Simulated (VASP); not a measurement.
# SnO2 (Pa-3) in VASP: further runs

Aim: see how the results for SnO2 move with the level of theory and the settings. Levels: PBE, LDA, PBEsol, RPBE. Tasks: relaxation of the atoms, single point, relaxation of cell and atoms.

Program: VASP 6.6.1. These are calculated values, not measurements. Logs are shortened: lines on timing, memory, paths and dates and some standing lists are left out, and cuts for length are marked.

### 1 The cell of the first run

The structure is cubic, space group Pa-3 (No. 205). Conventional cell: a = 5.175 Å, b = 5.175 Å, c = 5.175 Å, α = 90.00°, β = 90.00°, γ = 90.00°. Sn (site symmetry -3) has 6 O at 2.11 Å within 2.8 Å. O (site symmetry 3) has 3 Sn at 2.11 Å and 6 O at 2.75 Å within 2.8 Å.

### 2 Relaxation of the atoms, PBE

File INCAR:

```
SYSTEM = SnO2
  PREC = Accurate
  ENCUT = 520
  EDIFF = 1E-6
  ISMEAR = -1
  SIGMA = 0.05
  LREAL = .False.
  LASPH = .True.
  NELM = 80
  ALGO = Normal
  ISIF = 2
  LWAVE = .False.
  LCHARG = .False.
  GGA = PE
  IBRION = 2
  NSW = 60
  EDIFFG = -0.01
```

File KPOINTS:

```
Automatic mesh
0
Gamma
  4 4 4
  0 0 0
```

File POSCAR:

```
SnO2
1.0
    5.1752560000      0.0000000000      0.0000000000
    0.0000000000      5.1752560000      0.0000000000
    0.0000000000      0.0000000000      5.1752560000
Sn O
4 8
Direct
    0.0000000000      0.0000000000      0.0000000000
    0.5000000000      0.0000000000      0.5000000000
    0.5000000000      0.5000000000      0.0000000000
    0.0000000000      0.5000000000      0.5000000000
    0.6610980000      0.8389020000      0.1610980000
    0.8389020000      0.1610980000      0.6610980000
    0.1610980000      0.6610980000      0.8389020000
    0.3389020000      0.3389020000      0.3389020000
    0.6610980000      0.6610980000      0.6610980000
    0.8389020000      0.3389020000      0.1610980000
    0.1610980000      0.8389020000      0.3389020000
    0.3389020000      0.1610980000      0.8389020000
```

Potentials or basis: VASP PAW PBE potentials, release 64 (Sn_d, O).

Run with:

```sh
> cat potpaw_PBE.64/Sn_d/POTCAR potpaw_PBE.64/O/POTCAR > POTCAR
> mpirun -np 1 vasp_std > vasp.out
```

OUTCAR:

```text
SYSTEM = SnO2
   PREC = Accurate
   ENCUT = 520
   EDIFF = 1E-6
   ISMEAR = -1
   LREAL = .False.
   LASPH = .True.
   NELM = 80
   ISIF = 2
   GGA = PE
   IBRION = 2
   NSW = 60
   EDIFFG = -0.01

 ion  position               nearest neighbor table
   1  0.000  0.000  0.000-   5 2.11   6 2.11   7 2.11  10 2.11  11 2.11  12 2.11   2 3.66   3 3.66
                             4 3.66   2 3.66   4 3.66   3 3.66   4 3.66   4 3.66   2 3.66   3 3.66
   2  0.500  0.000  0.500-   5 2.11   6 2.11   8 2.11   9 2.11  11 2.11  12 2.11   1 3.66   3 3.66
                             4 3.66   1 3.66   3 3.66   3 3.66   4 3.66   3 3.66   1 3.66   4 3.66
   3  0.500  0.500  0.000-   5 2.11   7 2.11   8 2.11   9 2.11  10 2.11  12 2.11   1 3.66   2 3.66
                             4 3.66   2 3.66   4 3.66   1 3.66   2 3.66   2 3.66   1 3.66   4 3.66
   4  0.000  0.500  0.500-   6 2.11   7 2.11   8 2.11   9 2.11  10 2.11  11 2.11   1 3.66   2 3.66
                             3 3.66   1 3.66   3 3.66   1 3.66   2 3.66   1 3.66   2 3.66   3 3.66
   5  0.661  0.839  0.161-   1 2.11   2 2.11   3 2.11
   6  0.839  0.161  0.661-   1 2.11   2 2.11   4 2.11
   7  0.161  0.661  0.839-   1 2.11   3 2.11   4 2.11
   8  0.339  0.339  0.339-   2 2.11   3 2.11   4 2.11
   9  0.661  0.661  0.661-   2 2.11   3 2.11   4 2.11
  10  0.839  0.339  0.161-   1 2.11   3 2.11   4 2.11
  11  0.161  0.839  0.339-   1 2.11   2 2.11   4 2.11
  12  0.339  0.161  0.839-   1 2.11   2 2.11   3 2.11

  LATTYP: Found a simple cubic cell.
 ALAT       =     5.1752560000

  Lattice vectors:

 A1 = (   5.1752560000,   0.0000000000,   0.0000000000)
 A2 = (   0.0000000000,   5.1752560000,   0.0000000000)
 A3 = (   0.0000000000,   0.0000000000,   5.1752560000)

Analysis of symmetry for initial positions (statically):
=====================================================================
 Subroutine PRICEL returns:
 Original cell was already a primitive cell.

 Routine SETGRP: Setting up the symmetry group for a
 simple cubic supercell.

 Subroutine GETGRP returns: Found 24 space group operations
 (whereof  6 operations were pure point group operations)
 out of a pool of 48 trial point group operations.

The static configuration has the point symmetry S_6 .
 The point group associated with its full space group is T_h .

Analysis of symmetry for dynamics (positions and initial velocities):
=====================================================================
 Subroutine PRICEL returns:
 Original cell was already a primitive cell.

 Routine SETGRP: Setting up the symmetry group for a
 simple cubic supercell.

 Subroutine GETGRP returns: Found 24 space group operations
 (whereof  6 operations were pure point group operations)
 out of a pool of 48 trial point group operations.

The dynamic configuration has the point symmetry S_6 .
 The point group associated with its full space group is T_h .

 Subroutine INISYM returns: Found 24 space group operations
 (whereof  6 operations are pure point group operations),
 and found     1 'primitive' translations

----------------------------------------------------------------------------------------

                                     Primitive cell

  volume of cell :     138.6103

  direct lattice vectors                    reciprocal lattice vectors
     5.175256000  0.000000000  0.000000000     0.193227156  0.000000000  0.000000000
     0.000000000  5.175256000  0.000000000     0.000000000  0.193227156  0.000000000
     0.000000000  0.000000000  5.175256000     0.000000000  0.000000000  0.193227156

  length of vectors
     5.175256000  5.175256000  5.175256000     0.193227156  0.193227156  0.193227156

  position of ions in fractional coordinates (direct lattice)
     0.000000000  0.000000000  0.000000000
     0.500000000  0.000000000  0.500000000
     0.500000000  0.500000000  0.000000000
     0.000000000  0.500000000  0.500000000
     0.661098000  0.838902000  0.161098000
     0.838902000  0.161098000  0.661098000
     0.161098000  0.661098000  0.838902000
     0.338902000  0.338902000  0.338902000
     0.661098000  0.661098000  0.661098000
     0.838902000  0.338902000  0.161098000
     0.161098000  0.838902000  0.338902000
     0.338902000  0.161098000  0.838902000

  ion indices of the primitive-cell ions
   primitive index   ion index
                 1           1
                 2           2
                 3           3
                 4           4
                 5           5
                 6           6
                 7           7
                 8           8
                 9           9
                10          10
                11          11
                12          12

----------------------------------------------------------------------------------------

 KPOINTS: Automatic mesh

Automatic generation of k-mesh.
 Grid dimensions read from file:
 generate k-points for:    4    4    4

 Generating k-lattice:

  Cartesian coordinates                     Fractional coordinates (reciprocal lattice)
     0.048306789  0.000000000  0.000000000     0.250000000  0.000000000  0.000000000
     0.000000000  0.048306789  0.000000000     0.000000000  0.250000000  0.000000000
     0.000000000  0.000000000  0.048306789     0.000000000  0.000000000  0.250000000

  Length of vectors
     0.048306789  0.048306789  0.048306789

  Shift w.r.t. Gamma in fractional coordinates (k-lattice)
     0.000000000  0.000000000  0.000000000

 Subroutine IBZKPT returns following result:
 ===========================================

 Found     11 irreducible k-points:

 Following reciprocal coordinates:
            Coordinates               Weight
  0.000000  0.000000  0.000000      1.000000
  0.250000  0.000000  0.000000      6.000000
  0.500000  0.000000  0.000000      3.000000
  0.250000  0.250000  0.000000     12.000000
  0.500000  0.250000  0.000000      6.000000
 -0.250000  0.500000  0.000000      6.000000
  0.500000  0.500000  0.000000      3.000000
  0.250000  0.250000  0.250000      8.000000
  0.500000  0.250000  0.250000     12.000000
  0.500000  0.500000  0.250000      6.000000
  0.500000  0.500000  0.500000      1.000000
   k-points           NKPTS =     11   k-points in BZ     NKDIM =     11   number of bands    NBANDS=     62
   number of dos      NEDOS =    301   number of ions     NIONS =     12
   total plane-waves  NPLWV =  64000
   dimension x,y,z NGX =    40 NGY =   40 NGZ =   40
   dimension x,y,z NGXF=    80 NGYF=   80 NGZF=   80
   ions per type =               4   8
   NGX,Y,Z   is equivalent  to a cutoff of  12.85, 12.85, 12.85 a.u.
   NGXF,Y,Z  is equivalent  to a cutoff of  25.70, 25.70, 25.70 a.u.
 SYSTEM =  SnO2
   PREC   = accura    normal or accurate (medium, high low for compatibility)
   ISTART =      0    job   : 0-new  1-cont  2-samecut
   ICHARG =      2    charge: 1-file 2-atom 10-const
   ISPIN  =      1    spin polarized calculation?
   LNONCOLLINEAR =      F non collinear calculations
   LSORBIT =      F    spin-orbit coupling
   LASPH  =      T    aspherical Exc in radial PAW
   ENCUT  =  520.0 eV  38.22 Ry    6.18 a.u.   9.62  9.62  9.62*2*pi/ulx,y,z
   NELM   =     80;   NELMIN=  2; NELMDL= -5     # of ELM steps
   EDIFF  = 0.1E-05   stopping-criterion for ELM
   LREAL  =      F    real-space projection
   EDIFFG = -.1E-01   stopping-criterion for IOM
   NSW    =     60    number of steps for IOM
   IBRION =      2    ionic relax: 0-MD 1-quasi-New 2-CG
   NFREE  =      1    steps in history (QN), initial steepest desc. (CG)
   ISIF   =      2    stress and relaxation
   ISYM   =      2    0-nonsym 1-usesym 2-fastsym
   POTIM  = 0.5000    time-step for ionic-motion
   TEBEG  =    0.0;   TEEND  =   0.0 temperature during run
   PSTRESS=    0.0 pullay stress
   NELECT =     104.0000    total number of electrons
   NUPDOWN=      -1.0000    fix difference up-down
   EMIN   =  10.00;   EMAX   =-10.00  energy-range for DOS
   EFERMI =   0.00;   METHOD = LEGACY
   ISMEAR =    -1;   SIGMA  =   0.05  broadening in eV -4-tet -1-fermi 0-gaus
   EFERMI_NEDOS =   21; number of points for ismear=-14 and -15
   IALGO  =     38    algorithm
   IMIX   =      4    mixing-type and parameters
     AMIX     =   0.40;   BMIX     =  1.00
     AMIX_MAG =   1.60;   BMIX_MAG =  1.00
  volume/ion in A,a.u.               =      11.55        77.95
  Fermi-wavevector in a.u.,A,eV,Ry     =   1.487604  2.811165 30.109240  2.212967
  Thomas-Fermi vector in A             =   2.600744
   LORBIT       =      0    0 simple, 1 ext, 2 COOP (PROOUT), +10 PAW based schemes
   GGA     = PE    functional components
   LHFCALC =     F    Hartree Fock is set to
   AEXX    =    0.0000 exact exchange contribution
   IVDW    =     0    specifies the selected vdW correction
   LEPSILON=     F    determine dielectric tensor
   LRPA    =     F    only Hartree local field effects (RPA)
 conjugate gradient relaxation of ions
 non-spin polarized calculation
  energy-cutoff  :      520.00
  volume of cell :      138.61
 maximum number of plane-waves:      3771
 NGX is ok and might be reduce to    40
   NGX = 19   NGY = 19   NGZ = 19

 number of electron     103.9999973 magnetization

 Free energy of the ion-electron system (eV)
  ---------------------------------------------------
  ext. energy  EPLUGINS =         0.00000000
  ---------------------------------------------------
  free energy    TOTEN  =       -73.41303270 eV

  energy without entropy =      -73.41264750  energy(sigma->0) =      -73.41284010

 E-fermi :   6.9069     XC(G=0): -11.6227

 val. band max:        6.5456932750   @ k =   0.5000   0.0000   0.0000
 cond. band min:       7.1087902448   @ k =   0.0000   0.0000   0.0000
 fundamental gap:      0.5630969699
 Fermi energy:         6.9068561901

 k-point     1 :       0.0000    0.0000    0.0000
  band No.  band energies     occupation
      1     -14.2515      2.00000
      2     -14.2515      2.00000
      3     -14.2515      2.00000
      4     -13.5783      2.00000
      5     -13.5783      2.00000
      6     -13.5783      2.00000
[... 54 lines left out ...]
     61      15.0783      0.00000
     62      15.0841      0.00000

 k-point     2 :       0.2500    0.0000    0.0000
  band No.  band energies     occupation
      1     -14.1877      2.00000
      2     -14.1845      2.00000
      3     -14.1671      2.00000
      4     -13.6555      2.00000
      5     -13.6504      2.00000
      6     -13.6334      2.00000
[... 54 lines left out ...]
     61      15.2119      0.00000
     62      15.2511      0.00000

 k-point     3 :       0.5000    0.0000    0.0000
  band No.  band energies     occupation
      1     -14.0892      2.00000
      2     -14.0892      2.00000
      3     -13.9369      2.00000
      4     -13.9369      2.00000
      5     -13.7576      2.00000
      6     -13.7576      2.00000
[... 509 lines left out ...]
     61      17.1764      0.00000
     62      17.1764      0.00000

 k-point    11 :       0.5000    0.5000    0.5000
  band No.  band energies     occupation
      1     -14.1264      2.00000
      2     -14.1264      2.00000
      3     -14.1264      2.00000
      4     -14.1264      2.00000
      5     -13.5460      2.00000
      6     -13.5460      2.00000
[... 54 lines left out ...]
     61      17.5155      0.00000
     62      17.5155      0.00000

------------------------ aborting loop because EDIFF is reached ----------------------------------------

  FORCE on cell =-STRESS in cart. coord.  units (eV):
  Direction    XX          YY          ZZ          XY          YZ          ZX
  --------------------------------------------------------------------------------------
  -------------------------------------------------------------------------------------
  Total       -0.0276596     -0.0276596     -0.0276596     -0.0000000     -0.0000000      0.0000000
  in kB       -0.3197140     -0.3197140     -0.3197140     -0.0000000     -0.0000000      0.0000000
  external PRESSURE =      -0.3197140 kB  Pullay stress =       0.0000000 kB

 VOLUME and BASIS-vectors are now :
 -----------------------------------------------------------------------------
  energy-cutoff  :      520.00
  volume of cell :      138.61
      direct lattice vectors                 reciprocal lattice vectors
     5.175256000  0.000000000  0.000000000     0.193227156  0.000000000  0.000000000
     0.000000000  5.175256000  0.000000000     0.000000000  0.193227156  0.000000000
     0.000000000  0.000000000  5.175256000     0.000000000  0.000000000  0.193227156

 POSITION                                       TOTAL-FORCE (eV/Angst)
 -----------------------------------------------------------------------------------
      0.00000      0.00000      0.00000        -0.000000      0.000000      0.000000
      2.58763      0.00000      2.58763        -0.000000      0.000000      0.000000
      2.58763      2.58763      0.00000        -0.000000      0.000000      0.000000
      0.00000      2.58763      2.58763        -0.000000      0.000000      0.000000
      3.42135      4.34153      0.83372        -0.002883      0.002883     -0.002883
      4.34153      0.83372      3.42135         0.002883     -0.002883     -0.002883
      0.83372      3.42135      4.34153        -0.002883     -0.002883      0.002883
      1.75390      1.75390      1.75390         0.002883      0.002883      0.002883
      3.42135      3.42135      3.42135        -0.002883     -0.002883     -0.002883
      4.34153      1.75390      0.83372         0.002883      0.002883     -0.002883
      0.83372      4.34153      1.75390        -0.002883      0.002883      0.002883
      1.75390      0.83372      4.34153         0.002883     -0.002883      0.002883
 -----------------------------------------------------------------------------------
    total drift:                                0.000000      0.000000     -0.000000

  FREE ENERGIE OF THE ION-ELECTRON SYSTEM (eV)
  ---------------------------------------------------
  free  energy   TOTEN  =       -73.4130327001 eV

  energy  without entropy=      -73.4126475003  energy(sigma->0) =      -73.41284010

 reached required accuracy - stopping structural energy minimisation
```

Wall time 1.9 min (1 thread of Intel Xeon 6975P-C, shared host); peak memory 0.27 GiB.

Results:

```yaml
Free_energy: -73.4130 eV
Pressure_after_relaxing: 0.0 GPa
Largest_force_after_relaxing: 0.005 eV/Å
Band_gap_on_the_k_mesh: 0.56 eV, indirect (least direct gap 0.62 eV)
```

Forces on the atoms (eV/Å):
```
Sn   0.000  0.000  0.000
Sn   0.000  0.000  0.000
Sn   0.000  0.000  0.000
Sn   0.000  0.000  0.000
O   -0.003  0.003 -0.003
O    0.003 -0.003 -0.003
O   -0.003 -0.003  0.003
O    0.003  0.003  0.003
O   -0.003 -0.003 -0.003
O    0.003  0.003 -0.003
O   -0.003  0.003  0.003
O    0.003 -0.003  0.003
```

Final structure:
```yaml
crystal:
  lattice:
    - [5.17526, 0.00000, 0.00000]
    - [0.00000, 5.17526, 0.00000]
    - [0.00000, 0.00000, 5.17526]
  atoms:
    - { symbol: Sn, position: [0.00000, 0.00000, 0.00000] }
    - { symbol: Sn, position: [0.50000, 0.00000, 0.50000] }
    - { symbol: Sn, position: [0.50000, 0.50000, 0.00000] }
    - { symbol: Sn, position: [0.00000, 0.50000, 0.50000] }
    - { symbol: O, position: [0.66110, 0.83890, 0.16110] }
    - { symbol: O, position: [0.83890, 0.16110, 0.66110] }
    - { symbol: O, position: [0.16110, 0.66110, 0.83890] }
    - { symbol: O, position: [0.33890, 0.33890, 0.33890] }
    - { symbol: O, position: [0.66110, 0.66110, 0.66110] }
    - { symbol: O, position: [0.83890, 0.33890, 0.16110] }
    - { symbol: O, position: [0.16110, 0.83890, 0.33890] }
    - { symbol: O, position: [0.33890, 0.16110, 0.83890] }
```

Caveat: the relaxation stopped at its first step, so nothing moved; spin-orbit coupling is left out, which moves the levels of the heavy elements. A k mesh can miss the band edges.

### 3 Single point, LDA

This run uses another cell than the first one, of 10.85 Å³/atom, 0.939 times its volume.

File INCAR:

```
PREC = Accurate ; ENCUT = 520
EDIFF = 1E-6 ; ISMEAR = -1
SIGMA = 0.05 ; LREAL = F
LASPH = T ; NELM = 100
ALGO = Normal ; ISIF = 2
LWAVE = F ; LCHARG = F
NBANDS = 64
```

File KPOINTS:

```
Automatic mesh
0
Gamma
  4 4 4
```

File POSCAR:

```
SnO2
1.0
    5.0678230632      0.0000000000      0.0000000000
    0.0000000000      5.0678230632      0.0000000000
    0.0000000000      0.0000000000      5.0678230632
Sn O
4 8
Direct
    0.0000000000      0.0000000000      0.0000000000
    0.5000000000      0.0000000000      0.5000000000
    0.5000000000      0.5000000000      0.0000000000
    0.0000000000      0.5000000000      0.5000000000
    0.6603309280      0.8396690720      0.1603309280
    0.8396690720      0.1603309280      0.6603309280
    0.1603309280      0.6603309280      0.8396690720
    0.3396690720      0.3396690720      0.3396690720
    0.6603309280      0.6603309280      0.6603309280
    0.8396690720      0.3396690720      0.1603309280
    0.1603309280      0.8396690720      0.3396690720
    0.3396690720      0.1603309280      0.8396690720
```

Potentials or basis: VASP PAW LDA potentials, release 64 (Sn_d, O).

Run with:

```sh
> cat potpaw_LDA.64/Sn_d/POTCAR potpaw_LDA.64/O/POTCAR > POTCAR
> mpirun -np 1 vasp_std > vasp.out
```

It took 90 s on 1 thread of Intel Xeon 6975P-C, shared host; peak memory 0.23 GiB.

It converged, with:

| Item | Value |
| --- | --- |
| Free energy | -83.7162 eV |
| Pressure | 1.1 GPa |
| Band gap on the k mesh | 1.15 eV, indirect (least direct gap 1.22 eV) |

Levels at points of the mesh, in eV from the valence-band top:
```csv
k point,band 48,band 49,band 50,band 51,band 52,band 53,band 54,band 55,band 56,band 57
"(0.00, 0.00, 0.00)",-0.68,-0.28,-0.07,-0.07,-0.07,1.15,6.26,6.26,6.26,7.65
"(0.50, 0.00, 0.00)",-0.72,-0.48,-0.48,0.00,0.00,4.17,4.17,5.26,5.26,7.90
"(0.50, 0.50, 0.00)",-1.21,-0.32,-0.32,-0.32,-0.32,5.00,5.00,5.00,5.00,8.05
"(0.50, 0.50, 0.50)",-1.19,-0.65,-0.65,-0.65,-0.65,5.52,5.52,5.52,5.52,7.55
```

Caveat: spin-orbit coupling is left out, which moves the levels of the heavy elements.

(Continued in part 2 of 2.)
